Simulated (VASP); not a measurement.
# Pb (Fm-3m) in VASP: a series of runs

Pb is run at these levels: LDA; tasks: single point.

Everything below comes from runs of VASP 6.6.1. Logs are shortened: lines on timing, memory, paths and dates and some standing lists are left out, and cuts for length are marked.

### Step 1. The cell of the first run

It takes space group Fm-3m (No. 225, cubic). The conventional cell has a = 4.676 Å, b = 4.676 Å, c = 4.676 Å, α = 90.00°, β = 90.00°, γ = 90.00°. Within 4.3 Å of Pb (site symmetry m-3m) lie 12 Pb at 3.31 Å.

### Step 2. Single point, LDA (25.56 Å³/atom)

INCAR reads:

```
PREC = Accurate
ENCUT = 500
EDIFF = 1E-6
ISMEAR = -1
SIGMA = 0.05
LREAL = F
LASPH = T
NELM = 120
ALGO = Normal
ISIF = 2
LWAVE = F
LCHARG = T
LELF = T
LVHAR = T
NBANDS = 13
GGA_COMPAT = F
```

KPOINTS reads:

```
regular mesh
0
Gamma
  15 15 15
```

POSCAR reads:

```
Pb
1.0
    0.0000000000      2.3380072568      2.3380072568
    2.3380072568      0.0000000000      2.3380072568
    2.3380072568      2.3380072568      0.0000000000
Pb
1
Direct
    0.0000000000      0.0000000000      0.0000000000
```

Potentials or basis: VASP PAW LDA potentials, release 64 (Pb_d).

On the command line:

```console
$ cat potpaw_LDA.64/Pb_d/POTCAR > POTCAR
$ mpirun -np 1 vasp_std > vasp.out
```

OUTCAR:

```text
PREC = Accurate
   ENCUT = 500
   EDIFF = 1E-6
   ISMEAR = -1
   LREAL = F
   LASPH = T
   NELM = 120
   ISIF = 2

 ion  position               nearest neighbor table
   1  0.000  0.000  0.000-

  LATTYP: Found a face centered cubic cell.
 ALAT       =     4.6760145136

  Lattice vectors:

 A1 = (   0.0000000000,   2.3380072568,   2.3380072568)
 A2 = (   2.3380072568,   0.0000000000,   2.3380072568)
 A3 = (   2.3380072568,   2.3380072568,   0.0000000000)

Analysis of symmetry for initial positions (statically):
=====================================================================
 Subroutine PRICEL returns:
 Original cell was already a primitive cell.

 Routine SETGRP: Setting up the symmetry group for a
 face centered cubic supercell.

 Subroutine GETGRP returns: Found 48 space group operations
 (whereof 48 operations were pure point group operations)
 out of a pool of 48 trial point group operations.

The static configuration has the point symmetry O_h .

Analysis of symmetry for dynamics (positions and initial velocities):
=====================================================================
 Subroutine PRICEL returns:
 Original cell was already a primitive cell.

 Routine SETGRP: Setting up the symmetry group for a
 face centered cubic supercell.

 Subroutine GETGRP returns: Found 48 space group operations
 (whereof 48 operations were pure point group operations)
 out of a pool of 48 trial point group operations.

The dynamic configuration has the point symmetry O_h .

 Subroutine INISYM returns: Found 48 space group operations
 (whereof 48 operations are pure point group operations),
 and found     1 'primitive' translations

----------------------------------------------------------------------------------------

                                     Primitive cell

  volume of cell :      25.5604

  direct lattice vectors                    reciprocal lattice vectors
     0.000000000  2.338007257  2.338007257    -0.213857335  0.213857335  0.213857335
     2.338007257  0.000000000  2.338007257     0.213857335 -0.213857335  0.213857335
     2.338007257  2.338007257  0.000000000     0.213857335  0.213857335 -0.213857335

  length of vectors
     3.306441571  3.306441571  3.306441571     0.370411769  0.370411769  0.370411769

  position of ions in fractional coordinates (direct lattice)
     0.000000000  0.000000000  0.000000000

  ion indices of the primitive-cell ions
   primitive index   ion index
                 1           1

----------------------------------------------------------------------------------------

 KPOINTS: regular mesh

Automatic generation of k-mesh.
 Grid dimensions read from file:
 generate k-points for:   15   15   15

 Generating k-lattice:

  Cartesian coordinates                     Fractional coordinates (reciprocal lattice)
    -0.014257156  0.014257156  0.014257156     0.066666667  0.000000000  0.000000000
     0.014257156 -0.014257156  0.014257156     0.000000000  0.066666667  0.000000000
     0.014257156  0.014257156 -0.014257156     0.000000000  0.000000000  0.066666667

  Length of vectors
     0.024694118  0.024694118  0.024694118

  Shift w.r.t. Gamma in fractional coordinates (k-lattice)
     0.000000000  0.000000000  0.000000000

 Subroutine IBZKPT returns following result:
 ===========================================

 Found    120 irreducible k-points:

 Following reciprocal coordinates:
            Coordinates               Weight
  0.000000  0.000000  0.000000      1.000000
  0.066667  0.000000  0.000000      8.000000
  0.133333  0.000000  0.000000      8.000000
  0.200000  0.000000  0.000000      8.000000
  0.266667  0.000000  0.000000      8.000000
  0.333333  0.000000  0.000000      8.000000
[... 16 lines left out ...]
  0.133333  0.133333  0.000000      6.000000
  0.200000  0.133333  0.000000     24.000000
 [... further k-points ...]
   k-points           NKPTS =    120   k-points in BZ     NKDIM =    120   number of bands    NBANDS=     13
   number of dos      NEDOS =    301   number of ions     NIONS =      1
   total plane-waves  NPLWV =  13824
   dimension x,y,z NGX =    24 NGY =   24 NGZ =   24
   dimension x,y,z NGXF=    48 NGYF=   48 NGZF=   48
   ions per type =               1
   NGX,Y,Z   is equivalent  to a cutoff of  12.07, 12.07, 12.07 a.u.
   NGXF,Y,Z  is equivalent  to a cutoff of  24.13, 24.13, 24.13 a.u.
 SYSTEM =  unknown system
   PREC   = accura    normal or accurate (medium, high low for compatibility)
   ISTART =      0    job   : 0-new  1-cont  2-samecut
   ICHARG =      2    charge: 1-file 2-atom 10-const
   ISPIN  =      1    spin polarized calculation?
   LNONCOLLINEAR =      F non collinear calculations
   LSORBIT =      F    spin-orbit coupling
   LASPH  =      T    aspherical Exc in radial PAW
   ENCUT  =  500.0 eV  36.75 Ry    6.06 a.u.   6.03  6.03  6.03*2*pi/ulx,y,z
   NELM   =    120;   NELMIN=  2; NELMDL= -5     # of ELM steps
   EDIFF  = 0.1E-05   stopping-criterion for ELM
   LREAL  =      F    real-space projection
   EDIFFG = 0.1E-04   stopping-criterion for IOM
   NSW    =      0    number of steps for IOM
   IBRION =     -1    ionic relax: 0-MD 1-quasi-New 2-CG
   NFREE  =      0    steps in history (QN), initial steepest desc. (CG)
   ISIF   =      2    stress and relaxation
   ISYM   =      2    0-nonsym 1-usesym 2-fastsym
   POTIM  = 0.5000    time-step for ionic-motion
   TEBEG  =    0.0;   TEEND  =   0.0 temperature during run
   PSTRESS=    0.0 pullay stress
   NELECT =      14.0000    total number of electrons
   NUPDOWN=      -1.0000    fix difference up-down
   EMIN   =  10.00;   EMAX   =-10.00  energy-range for DOS
   EFERMI =   0.00;   METHOD = LEGACY
   ISMEAR =    -1;   SIGMA  =   0.05  broadening in eV -4-tet -1-fermi 0-gaus
   EFERMI_NEDOS =   21; number of points for ismear=-14 and -15
   IALGO  =     38    algorithm
   IMIX   =      4    mixing-type and parameters
     AMIX     =   0.40;   BMIX     =  1.00
     AMIX_MAG =   1.60;   BMIX_MAG =  1.00
  volume/ion in A,a.u.               =      25.56       172.49
  Fermi-wavevector in a.u.,A,eV,Ry     =   1.339456  2.531204 24.410774  1.794141
  Thomas-Fermi vector in A             =   2.467846
   LORBIT       =      0    0 simple, 1 ext, 2 COOP (PROOUT), +10 PAW based schemes
   GGA     = CA    functional components
   LHFCALC =     F    Hartree Fock is set to
   AEXX    =    0.0000 exact exchange contribution
   IVDW    =     0    specifies the selected vdW correction
   LEPSILON=     F    determine dielectric tensor
   LRPA    =     F    only Hartree local field effects (RPA)
 non-spin polarized calculation
  energy-cutoff  :      500.00
  volume of cell :       25.56
 maximum number of plane-waves:       663
   NGX = 13   NGY = 13   NGZ = 13

 number of electron      13.9999998 magnetization

 Free energy of the ion-electron system (eV)
  ---------------------------------------------------
  ext. energy  EPLUGINS =         0.00000000
  ---------------------------------------------------
  free energy    TOTEN  =        -4.16549639 eV

  energy without entropy =       -4.16190414  energy(sigma->0) =       -4.16370026

 E-fermi :   9.2422     XC(G=0): -11.2984

 val. band max:        9.2389933191   @ k =  -0.2000   0.2000   0.0667
 cond. band min:       9.2521120101   @ k =  -0.2000   0.3333   0.1333
 fundamental gap:      0.0131186910
 Fermi energy:         9.2422261765

 k-point     1 :       0.0000    0.0000    0.0000
  band No.  band energies     occupation
      1      -8.0898      2.00000
      2      -8.0898      2.00000
      3      -8.0898      2.00000
      4      -7.8530      2.00000
      5      -7.8530      2.00000
      6      -3.9504      2.00000
      7      17.8602      0.00000
      8      17.8602      0.00000
      9      17.8602      0.00000
     10      18.9659      0.00000
     11      22.7688      0.00000
     12      22.9932      0.00000
     13      22.9932      0.00000

 k-point     2 :       0.0667    0.0000    0.0000
  band No.  band energies     occupation
      1      -8.0911      2.00000
      2      -8.0792      2.00000
      3      -8.0792      2.00000
      4      -7.8542      2.00000
      5      -7.8542      2.00000
      6      -3.8489      2.00000
      7      16.6370      0.00000
      8      17.7389      0.00000
      9      17.7389      0.00000
     10      18.8833      0.00000
     11      22.9467      0.00000
     12      23.1939      0.00000
     13      23.1939      0.00000

 k-point     3 :       0.1333    0.0000    0.0000
  band No.  band energies     occupation
      1      -8.0967      2.00000
      2      -8.0539      2.00000
      3      -8.0539      2.00000
      4      -7.8525      2.00000
      5      -7.8525      2.00000
      6      -3.5420      2.00000
      7      14.3317      0.00000
      8      17.4189      0.00000
      9      17.4190      0.00000
     10      18.8320      0.00000
     11      22.8613      0.00000
     12      23.6704      0.00000
     13      23.6704      0.00000
[... 305 lines left out ...]
 k-point    23 :       0.1333    0.1333    0.0000
  band No.  band energies     occupation
      1      -8.1377      2.00000
      2      -8.0116      2.00000
      3      -8.0116      2.00000
      4      -7.9059      2.00000
      5      -7.8200      2.00000
      6      -3.4070      2.00000
      7      15.6827      0.00000
      8      15.9450      0.00000
      9      15.9450      0.00000
     10      18.1654      0.00000
     11      20.6565      0.00000
     12      24.6914      0.00000
     13      24.8236      0.00000

 k-point    24 :       0.2000    0.1333    0.0000
  band No.  band energies     occupation
      1      -8.1542      2.00000
      2      -7.9824      2.00000
      3      -7.9762      2.00000
      4      -7.9231      2.00000
      5      -7.7987      2.00000
      6      -3.0297      2.00000
      7      13.6072      0.00000
      8      15.3096      0.00000
      9      15.9178      0.00000
     10      18.3573      0.00000
     11      19.6368      0.00000
     12      24.5163      0.00000
     13      25.1429      0.00000

 [... further k-points ...]
[... 5 lines left out ...]
  --------------------------------------------------------------------------------------
  -------------------------------------------------------------------------------------
  Total        1.4860094      1.4860094      1.4860094     -0.0000000      0.0000000     -0.0000000
  in kB       93.1460772     93.1460772     93.1460772     -0.0000000      0.0000000     -0.0000000
  external PRESSURE =      93.1460772 kB  Pullay stress =       0.0000000 kB

 VOLUME and BASIS-vectors are now :
 -----------------------------------------------------------------------------
  energy-cutoff  :      500.00
  volume of cell :       25.56
      direct lattice vectors                 reciprocal lattice vectors
     0.000000000  2.338007257  2.338007257    -0.213857335  0.213857335  0.213857335
     2.338007257  0.000000000  2.338007257     0.213857335 -0.213857335  0.213857335
     2.338007257  2.338007257  0.000000000     0.213857335  0.213857335 -0.213857335

 POSITION                                       TOTAL-FORCE (eV/Angst)
 -----------------------------------------------------------------------------------
      0.00000      0.00000      0.00000         0.000000     -0.000000     -0.000000
 -----------------------------------------------------------------------------------
    total drift:                               -0.000000      0.000000     -0.000000

  FREE ENERGIE OF THE ION-ELECTRON SYSTEM (eV)
  ---------------------------------------------------
  free  energy   TOTEN  =        -4.1654963864 eV

  energy  without entropy=       -4.1619041414  energy(sigma->0) =       -4.16370026
```

Wall time 7.7 s (1 thread of Intel Xeon 6975P-C (Granite Rapids), shared host); peak memory 0.15 GiB.

What came out:

```yaml
Free_energy: -4.1655 eV
Pressure: 9.3 GPa
Band_gap_on_the_k_mesh: zero (bands 7 and 8 overlap by 10.67 eV)
```

Caveat: the cell stands under pressure; spin-orbit coupling is left out, which moves the levels of the heavy elements.

(Part 1 of 3 ends here.)
